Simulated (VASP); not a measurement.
# BaAs (Pm-3m) in VASP: a series of runs

The runs below take BaAs through single point, with r2SCAN, PBEsol.

Program: VASP 6.6.1. These are calculated values, not measurements. Logs are shortened: lines on timing, memory, paths and dates and some standing lists are left out, and cuts for length are marked.

**1. The cell of the first run**

The structure is cubic, space group Pm-3m (No. 221). The conventional cell has a = 4.025 Å, b = 4.025 Å, c = 4.025 Å, α = 90.00°, β = 90.00°, γ = 90.00°. Ba (site symmetry m-3m) has 8 As at 3.49 Å and 6 Ba at 4.02 Å within 4.6 Å. As (site symmetry m-3m) has 8 Ba at 3.49 Å and 6 As at 4.02 Å within 4.6 Å.

**2. Single point, r2SCAN, non-collinear spin, zero start, spin-orbit coupling**

Input file POSCAR:

```
BaAs
1.0
    4.0245855900      0.0000000000      0.0000000000
    0.0000000000      4.0245855900      0.0000000000
    0.0000000000      0.0000000000      4.0245855900
Ba As
1 1
Direct
    0.0000000000      0.0000000000      0.0000000000
    0.5000000000      0.5000000000      0.5000000000
```

Input file INCAR.step1:

```
SYSTEM = BaAs
  ALGO = Normal
  EDIFF = 1E-4
  ENCUT = 520
  GGA = PE
  GGA_COMPAT = .False.
  ISMEAR = 1
  LASPH = .True.
  LCHARG = .False.
  LNONCOLLINEAR = .True.
  LREAL = .False.
  LSORBIT = .True.
  LWAVE = .True.
  MAGMOM = 0 0 0 0 0 0
  NBANDS = 27
  NELM = 150
  PREC = Accurate
  SIGMA = 0.05
```

Input file INCAR.step2:

```
SYSTEM = BaAs
  ALGO = Normal
  EDIFF = 1E-6
  ENCUT = 520
  GGA_COMPAT = .False.
  ISIF = 2
  ISMEAR = 1
  ISTART = 1
  LASPH = .True.
  LCHARG = .False.
  LMIXTAU = .True.
  LNONCOLLINEAR = .True.
  LORBIT = 11
  LORBMOM = .True.
  LREAL = .False.
  LSORBIT = .True.
  LWAVE = .False.
  MAGMOM = 0 0 0 0 0 0
  METAGGA = R2SCAN
  NBANDS = 27
  NELM = 150
  PREC = Accurate
  SIGMA = 0.05
```

Input file KPOINTS:

```
k-points
0
Gamma
  6 6 6
  0 0 0
```

Potentials or basis: VASP PAW PBE potentials, release 64 (Ba_sv, As).

On the command line:

```sh
$ cat potpaw_PBE.64/Ba_sv/POTCAR potpaw_PBE.64/As/POTCAR > POTCAR
$ cp INCAR.step1 INCAR
$ mpirun -np 1 vasp_ncl > vasp.out
$ cp INCAR.step2 INCAR
$ mpirun -np 1 vasp_ncl > vasp.out
```

OUTCAR:

```text
SYSTEM = BaAs
   EDIFF = 1E-6
   ENCUT = 520
   ISIF = 2
   ISMEAR = 1
   ISTART = 1
   LASPH = .True.
   LNONCOLLINEAR = .True.
   LORBIT = 11
   LREAL = .False.
   LSORBIT = .True.
   METAGGA = R2SCAN
   NELM = 150
   PREC = Accurate

 ion  position               nearest neighbor table
   1  0.000  0.000  0.000-   2 3.49   2 3.49   2 3.49   2 3.49   2 3.49   2 3.49   2 3.49   2 3.49

   2  0.500  0.500  0.500-   1 3.49   1 3.49   1 3.49   1 3.49   1 3.49   1 3.49   1 3.49   1 3.49

  LATTYP: Found a simple cubic cell.
 ALAT       =     4.0245855900

  Lattice vectors:

 A1 = (   4.0245855900,   0.0000000000,   0.0000000000)
 A2 = (   0.0000000000,   4.0245855900,   0.0000000000)
 A3 = (   0.0000000000,   0.0000000000,   4.0245855900)

Analysis of symmetry for initial positions (statically):
=====================================================================
 Subroutine PRICEL returns:
 Original cell was already a primitive cell.

 Routine SETGRP: Setting up the symmetry group for a
 simple cubic supercell.

 Subroutine GETGRP returns: Found 48 space group operations
 (whereof 48 operations were pure point group operations)
 out of a pool of 48 trial point group operations.

The static configuration has the point symmetry O_h .

Analysis of symmetry for dynamics (positions and initial velocities):
=====================================================================
 Subroutine PRICEL returns:
 Original cell was already a primitive cell.

 Routine SETGRP: Setting up the symmetry group for a
 simple cubic supercell.

 Subroutine GETGRP returns: Found 48 space group operations
 (whereof 48 operations were pure point group operations)
 out of a pool of 48 trial point group operations.

The dynamic configuration has the point symmetry O_h .

Analysis of structural, dynamic, and magnetic symmetry:
=====================================================================
 Subroutine PRICEL returns:
 Original cell was already a primitive cell.

 Routine SETGRP: Setting up the symmetry group for a
 simple cubic supercell.

 Subroutine GETGRP returns: Found 48 space group operations
 (whereof 48 operations were pure point group operations)
 out of a pool of 48 trial point group operations.

The overall configuration has the point symmetry O_h .

 Subroutine INISYM returns: Found 48 space group operations
 (whereof 48 operations are pure point group operations),
 and found     1 'primitive' translations

----------------------------------------------------------------------------------------

                                     Primitive cell

  volume of cell :      65.1874

  direct lattice vectors                    reciprocal lattice vectors
     4.024585590  0.000000000  0.000000000     0.248472787  0.000000000  0.000000000
     0.000000000  4.024585590  0.000000000     0.000000000  0.248472787  0.000000000
     0.000000000  0.000000000  4.024585590     0.000000000  0.000000000  0.248472787

  length of vectors
     4.024585590  4.024585590  4.024585590     0.248472787  0.248472787  0.248472787

  position of ions in fractional coordinates (direct lattice)
     0.000000000  0.000000000  0.000000000
     0.500000000  0.500000000  0.500000000

  ion indices of the primitive-cell ions
   primitive index   ion index
                 1           1
                 2           2

----------------------------------------------------------------------------------------

 KPOINTS: k-points

Automatic generation of k-mesh.
 Grid dimensions read from file:
 generate k-points for:    6    6    6

 Generating k-lattice:

  Cartesian coordinates                     Fractional coordinates (reciprocal lattice)
[... 88 lines left out ...]
  volume of cell :       65.19
 maximum number of plane-waves:      3550
 NGX is ok and might be reduce to    30
   NGX = 15   NGY = 15   NGZ = 15

 number of electron      15.0000000 magnetization       0.0000000     -0.0000000     -0.0000000

 number of electron      15.0000000 magnetization      -0.0000000      0.0000000      0.0000000

 Free energy of the ion-electron system (eV)
  ---------------------------------------------------
  ext. energy  EPLUGINS =         0.00000000
  ---------------------------------------------------
  free energy    TOTEN  =       -43.27860296 eV

  energy without entropy =      -43.27915312  energy(sigma->0) =      -43.27878635

 E-fermi :   2.7179     XC(G=0):  -9.5255

 val. band max:        2.6400851597   @ k =   0.3333   0.0000   0.0000
 cond. band min:       2.7602632578   @ k =   0.5000   0.1667   0.0000
 fundamental gap:      0.1201780981
 Fermi energy:         2.7178943145

 k-point     1 :       0.0000    0.0000    0.0000
  band No.  band energies     occupation
      1     -25.8364      1.00000
      2     -25.8364      1.00000
      3     -11.7199      1.00000
      4     -11.7199      1.00000
      5      -9.7438      1.00000
      6      -9.7438      1.00000
[... 589 lines left out ...]
     26      10.5812      0.00000
     27      10.5816      0.00000

------------------------ aborting loop because EDIFF is reached ----------------------------------------

  FORCE on cell =-STRESS in cart. coord.  units (eV):
  Direction    XX          YY          ZZ          XY          YZ          ZX
  --------------------------------------------------------------------------------------
  -------------------------------------------------------------------------------------
  Total        0.0877572      0.0877572      0.0877572      0.0000000      0.0000000      0.0000000
  in kB        2.1568997      2.1568997      2.1568997      0.0000000      0.0000000      0.0000000
  external PRESSURE =       2.1568997 kB  Pullay stress =       0.0000000 kB

 VOLUME and BASIS-vectors are now :
 -----------------------------------------------------------------------------
  energy-cutoff  :      520.00
  volume of cell :       65.19
      direct lattice vectors                 reciprocal lattice vectors
     4.024585590  0.000000000  0.000000000     0.248472787  0.000000000  0.000000000
     0.000000000  4.024585590  0.000000000     0.000000000  0.248472787  0.000000000
     0.000000000  0.000000000  4.024585590     0.000000000  0.000000000  0.248472787

 POSITION                                       TOTAL-FORCE (eV/Angst)
 -----------------------------------------------------------------------------------
      0.00000      0.00000      0.00000         0.000000      0.000000      0.000000
      2.01229      2.01229      2.01229         0.000000      0.000000      0.000000
 -----------------------------------------------------------------------------------
    total drift:                                0.000000      0.000000      0.000000

  FREE ENERGIE OF THE ION-ELECTRON SYSTEM (eV)
  ---------------------------------------------------
  free  energy   TOTEN  =       -43.2786029643 eV

  energy  without entropy=      -43.2791531198  energy(sigma->0) =      -43.27878635

 orbital moment (x)

 # of ion     p       d       tot
 ----------------------------------------
  1         0.000  -0.000  -0.000
  2         0.000   0.000   0.000
 ----------------------------------------
            0.000  -0.000  -0.000

 orbital moment (y)

 # of ion     p       d       tot
 ----------------------------------------
  1         0.000  -0.000  -0.000
  2         0.000  -0.000  -0.000
 ----------------------------------------
            0.000  -0.000  -0.000

 orbital moment (z)

 # of ion     p       d       tot
 ----------------------------------------
  1         0.000  -0.000  -0.000
  2         0.000   0.000   0.000
 ----------------------------------------
            0.000  -0.000  -0.000

 Spin-Orbit-Coupling matrix elements

 Ion:    1  E_soc:     -0.3745935
 l=   1
     0.0000000    -0.0620938    -0.0620938
    -0.0620938     0.0000000    -0.0620938
    -0.0620938    -0.0620938     0.0000000
 l=   2
     0.0000000    -0.0001706     0.0000000    -0.0001706    -0.0001679
    -0.0001706     0.0000000    -0.0001259    -0.0001706    -0.0000420
     0.0000000    -0.0001259     0.0000000    -0.0001259     0.0000000
    -0.0001706    -0.0001706    -0.0001259     0.0000000    -0.0000420
    -0.0001679    -0.0000420     0.0000000    -0.0000420     0.0000000
 l=   3
     0.0000000     0.0000000     0.0000000     0.0000000     0.0000000     0.0000000     0.0000000
     0.0000000     0.0000000     0.0000000     0.0000000     0.0000000     0.0000000     0.0000000
     0.0000000     0.0000000     0.0000000     0.0000000     0.0000000     0.0000000     0.0000000
     0.0000000     0.0000000     0.0000000     0.0000000     0.0000000     0.0000000     0.0000000
     0.0000000     0.0000000     0.0000000     0.0000000     0.0000000     0.0000000     0.0000000
     0.0000000     0.0000000     0.0000000     0.0000000     0.0000000     0.0000000     0.0000000
     0.0000000     0.0000000     0.0000000     0.0000000     0.0000000     0.0000000     0.0000000

 Ion:    2  E_soc:     -0.0420793
 l=   1
     0.0000000    -0.0070139    -0.0070139
    -0.0070139     0.0000000    -0.0070139
    -0.0070139    -0.0070139     0.0000000
 l=   2
     0.0000000    -0.0000005     0.0000000    -0.0000005     0.0000011
    -0.0000005     0.0000000     0.0000008    -0.0000005     0.0000003
     0.0000000     0.0000008     0.0000000     0.0000008     0.0000000
    -0.0000005    -0.0000005     0.0000008     0.0000000     0.0000003
     0.0000011     0.0000003     0.0000000     0.0000003     0.0000000
 l=   3
     0.0000000     0.0000000     0.0000000     0.0000000     0.0000000     0.0000000     0.0000000
     0.0000000     0.0000000     0.0000000     0.0000000     0.0000000     0.0000000     0.0000000
     0.0000000     0.0000000     0.0000000     0.0000000     0.0000000     0.0000000     0.0000000
     0.0000000     0.0000000     0.0000000     0.0000000     0.0000000     0.0000000     0.0000000
     0.0000000     0.0000000     0.0000000     0.0000000     0.0000000     0.0000000     0.0000000
     0.0000000     0.0000000     0.0000000     0.0000000     0.0000000     0.0000000     0.0000000
     0.0000000     0.0000000     0.0000000     0.0000000     0.0000000     0.0000000     0.0000000

 total charge

# of ion       s       p       d       tot
------------------------------------------
    1        2.028   5.611   0.286   7.925
    2        1.245   1.497   0.006   2.748
--------------------------------------------------
tot          3.273   7.108   0.292  10.673

 magnetization (x)

# of ion       s       p       d       tot
------------------------------------------
    1        0.000   0.000   0.000   0.000
    2        0.000  -0.000   0.000  -0.000
--------------------------------------------------
tot          0.000  -0.000   0.000  -0.000

 magnetization (y)

# of ion       s       p       d       tot
------------------------------------------
    1        0.000   0.000   0.000   0.000
    2        0.000   0.000   0.000   0.000
--------------------------------------------------
tot          0.000   0.000   0.000   0.000

 magnetization (z)

# of ion       s       p       d       tot
------------------------------------------
    1        0.000   0.000  -0.000  -0.000
    2       -0.000   0.000   0.000   0.000
--------------------------------------------------
tot         -0.000   0.000  -0.000   0.000
```

It took 2.5 min on 1 thread of Intel Xeon 6975P-C (Granite Rapids), shared host; peak memory 0.35 GiB.

Results:

```yaml
Free_energy: -43.2786 eV
Pressure: 0.2 GPa
Net_moment: 0.00 μB per cell
Valence_electrons_inside_the_program's_atomic_spheres: Ba 7.92; As 2.75
```

Moments on the atoms (μB; x, y, z):
```
Ba  0.00 0.00 0.00
As  0.00 0.00 0.00
```

Caveat: the PAW data sets were made with another functional, which shifts forces and pressure a little.

**3. Single point, PBEsol, non-collinear spin, zero start, spin-orbit coupling**

Input file INCAR:

```
SYSTEM = BaAs
PREC = Accurate ; ENCUT = 520
EDIFF = 1E-6 ; ISMEAR = 0
SIGMA = 0.05 ; LREAL = .FALSE.
LASPH = .TRUE. ; NELM = 150
ALGO = Normal ; ISIF = 2
LWAVE = .FALSE. ; LCHARG = .FALSE.
MAGMOM = 0 0 0 0 0 0 ; LORBIT = 11
LSORBIT = .TRUE. ; GGA_COMPAT = .FALSE.
LORBMOM = .TRUE. ; GGA = PS
NBANDS = 27
```

Input file KPOINTS:

```
regular mesh
0
G
  8 8 8
  0 0 0
```

POSCAR is that of step 2.

Potentials or basis: VASP PAW PBE potentials, release 64 (Ba_sv, As).

On the command line:

```sh
$ cat potpaw_PBE.64/Ba_sv/POTCAR potpaw_PBE.64/As/POTCAR > POTCAR
$ mpirun -np 1 vasp_ncl > vasp.out
```

OUTCAR:

```text
SYSTEM = BaAs
   PREC = Accurate
   ENCUT = 520
   EDIFF = 1E-6
   ISMEAR = 0
   LREAL = .FALSE.
   LASPH = .TRUE.
   NELM = 150
   ISIF = 2
   LORBIT = 11
   LSORBIT = .TRUE.
   GGA = PS

 ion  position               nearest neighbor table
   1  0.000  0.000  0.000-   2 3.49   2 3.49   2 3.49   2 3.49   2 3.49   2 3.49   2 3.49   2 3.49

   2  0.500  0.500  0.500-   1 3.49   1 3.49   1 3.49   1 3.49   1 3.49   1 3.49   1 3.49   1 3.49

  LATTYP: Found a simple cubic cell.
 ALAT       =     4.0245855900

  Lattice vectors:

 A1 = (   4.0245855900,   0.0000000000,   0.0000000000)
 A2 = (   0.0000000000,   4.0245855900,   0.0000000000)
 A3 = (   0.0000000000,   0.0000000000,   4.0245855900)

Analysis of symmetry for initial positions (statically):
=====================================================================
 Subroutine PRICEL returns:
 Original cell was already a primitive cell.

 Routine SETGRP: Setting up the symmetry group for a
 simple cubic supercell.

[... 985 lines left out ...]
 l=   3
     0.0000000     0.0000000     0.0000000     0.0000000     0.0000000     0.0000000     0.0000000
     0.0000000     0.0000000     0.0000000     0.0000000     0.0000000     0.0000000     0.0000000
     0.0000000     0.0000000     0.0000000     0.0000000     0.0000000     0.0000000     0.0000000
     0.0000000     0.0000000     0.0000000     0.0000000     0.0000000     0.0000000     0.0000000
     0.0000000     0.0000000     0.0000000     0.0000000     0.0000000     0.0000000     0.0000000
     0.0000000     0.0000000     0.0000000     0.0000000     0.0000000     0.0000000     0.0000000
     0.0000000     0.0000000     0.0000000     0.0000000     0.0000000     0.0000000     0.0000000

 Ion:    2  E_soc:     -0.0411667
 l=   1
     0.0000000    -0.0068616    -0.0068616
    -0.0068616     0.0000000    -0.0068616
    -0.0068616    -0.0068616     0.0000000
 l=   2
     0.0000000    -0.0000004     0.0000000    -0.0000004     0.0000009
    -0.0000004     0.0000000     0.0000007    -0.0000004     0.0000002
     0.0000000     0.0000007     0.0000000     0.0000007     0.0000000
    -0.0000004    -0.0000004     0.0000007     0.0000000     0.0000002
     0.0000009     0.0000002     0.0000000     0.0000002     0.0000000
 l=   3
     0.0000000     0.0000000     0.0000000     0.0000000     0.0000000     0.0000000     0.0000000
     0.0000000     0.0000000     0.0000000     0.0000000     0.0000000     0.0000000     0.0000000
     0.0000000     0.0000000     0.0000000     0.0000000     0.0000000     0.0000000     0.0000000
     0.0000000     0.0000000     0.0000000     0.0000000     0.0000000     0.0000000     0.0000000
     0.0000000     0.0000000     0.0000000     0.0000000     0.0000000     0.0000000     0.0000000
     0.0000000     0.0000000     0.0000000     0.0000000     0.0000000     0.0000000     0.0000000
     0.0000000     0.0000000     0.0000000     0.0000000     0.0000000     0.0000000     0.0000000

 total charge

# of ion       s       p       d       tot
------------------------------------------
    1        2.018   5.574   0.319   7.912
    2        1.253   1.437   0.006   2.696
--------------------------------------------------
tot          3.270   7.012   0.326  10.608

 magnetization (x)

# of ion       s       p       d       tot
------------------------------------------
    1        0.000  -0.000   0.000   0.000
    2        0.000   0.000   0.000   0.000
--------------------------------------------------
tot          0.000  -0.000   0.000   0.000

 magnetization (y)

# of ion       s       p       d       tot
------------------------------------------
    1       -0.000  -0.000  -0.000  -0.000
    2        0.000  -0.000   0.000  -0.000
--------------------------------------------------
tot          0.000  -0.000  -0.000  -0.000

 magnetization (z)

# of ion       s       p       d       tot
------------------------------------------
    1       -0.000  -0.000   0.000  -0.000
    2        0.000   0.000   0.000   0.000
--------------------------------------------------
tot         -0.000  -0.000   0.000  -0.000
```

OSZICAR:

```text
N       E                     dE             d eps       ncg     rms          rms(c)
DAV:   1     0.827147059170E+02    0.82715E+02   -0.61888E+03  1890   0.958E+02
DAV:   2    -0.356693754382E+01   -0.86282E+02   -0.81839E+02  2595   0.181E+02
DAV:   3    -0.894173213858E+01   -0.53748E+01   -0.52829E+01  2499   0.449E+01
DAV:   4    -0.909488820153E+01   -0.15316E+00   -0.15253E+00  2753   0.631E+00
DAV:   5    -0.909761655569E+01   -0.27284E-02   -0.27274E-02  2500   0.670E-01    0.343E+00
DAV:   6    -0.903427946317E+01    0.63337E-01   -0.60737E-02  2439   0.164E+00    0.212E+00
DAV:   7    -0.902332162878E+01    0.10958E-01   -0.61172E-02  2699   0.158E+00    0.394E-01
DAV:   8    -0.902307008617E+01    0.25154E-03   -0.75526E-03  2359   0.483E-01    0.181E-01
DAV:   9    -0.902315447269E+01   -0.84387E-04   -0.32945E-04  2375   0.120E-01    0.569E-02
DAV:  10    -0.902322951211E+01   -0.75039E-04   -0.16014E-04  2528   0.837E-02    0.333E-02
DAV:  11    -0.902322974303E+01   -0.23091E-06   -0.47897E-05  2345   0.470E-02    0.377E-03
DAV:  12    -0.902322954001E+01    0.20301E-06   -0.40626E-06  2445   0.114E-02
   1 F= -.90232295E+01 E0= -.90204110E+01  d E =-.563713E-02  mag=     0.0000     0.0000    -0.0000
```

Wall time 60 s (1 thread of Intel Xeon 6975P-C (Granite Rapids), shared host); peak memory 0.32 GiB.

What came out:

```yaml
Free_energy: -9.0232 eV
Pressure: -1.8 GPa
Net_moment: 0.00 μB per cell
Valence_electrons_inside_the_program's_atomic_spheres: Ba 7.91; As 2.70
```

Moments on the atoms (μB; x, y, z):
```
Ba  0.00 0.00 0.00
As  0.00 0.00 0.00
```

Caveat: the PAW data sets were made with another functional, which shifts forces and pressure a little.

**4. Single point, PBEsol, non-collinear spin, zero start, spin-orbit coupling**

Input file INCAR:

```
SYSTEM = BaAs
ALGO = Normal ; EDIFF = 1E-6
ENCUT = 520 ; GGA = PS
GGA_COMPAT = .FALSE. ; ISIF = 2
ISMEAR = 0 ; LASPH = .TRUE.
LCHARG = .FALSE. ; LORBIT = 11
LORBMOM = .TRUE. ; LREAL = .FALSE.
LSORBIT = .TRUE. ; LWAVE = .FALSE.
MAGMOM = 0 0 0 0 0 0 ; NBANDS = 27
NELM = 150 ; PREC = Accurate
SIGMA = 0.05
```

Input file KPOINTS:

```
k-points
0
G
  9 9 9
  0 0 0
```

POSCAR is that of step 3.

On the command line:

```sh
$ cat potpaw_PBE.64/Ba_sv/POTCAR potpaw_PBE.64/As/POTCAR > POTCAR
$ mpirun -np 1 vasp_ncl > vasp.out
```

It took 50 s on 1 thread of Intel Xeon 6975P-C (Granite Rapids), shared host; peak memory 0.32 GiB.

The run converged. Its results:

```yaml
Free_energy: -9.0266 eV
Pressure: -1.8 GPa
Net_moment: 0.00 μB per cell
Valence_electrons_inside_the_program's_atomic_spheres: Ba 7.91; As 2.70
```

Moments on the atoms (μB; x, y, z):
```
Ba  0.00 0.00 0.00
As  0.00 0.00 0.00
```

Caveat: the PAW data sets were made with another functional, which shifts forces and pressure a little.

**5. Summary**

```tsv
level	k mesh	smearing	pressure (GPa)	moment (μB)
r2SCAN	6 × 6 × 6	methfessel-paxton 0.05 eV	0.2	0.00
PBEsol	8 × 8 × 8	gaussian 0.05 eV	-1.8	0.00
PBEsol	9 × 9 × 9	gaussian 0.05 eV	-1.8	0.00
```

Alike in all rows: task single point; potentials or basis VASP PAW PBE potentials, release 64 (Ba_sv, As); spin non-collinear, zero start, SOC; cell as given; cutoff (eV) 520.

The pressure there spans -1.8 GPa (PBEsol) to 0.2 GPa (r2SCAN); a positive pressure means that this level wants a larger cell, a negative one a smaller.

Caveats: the PAW data sets were made with another functional, which shifts forces and pressure a little.

Absolute energies hang on the potentials; compare differences alone.
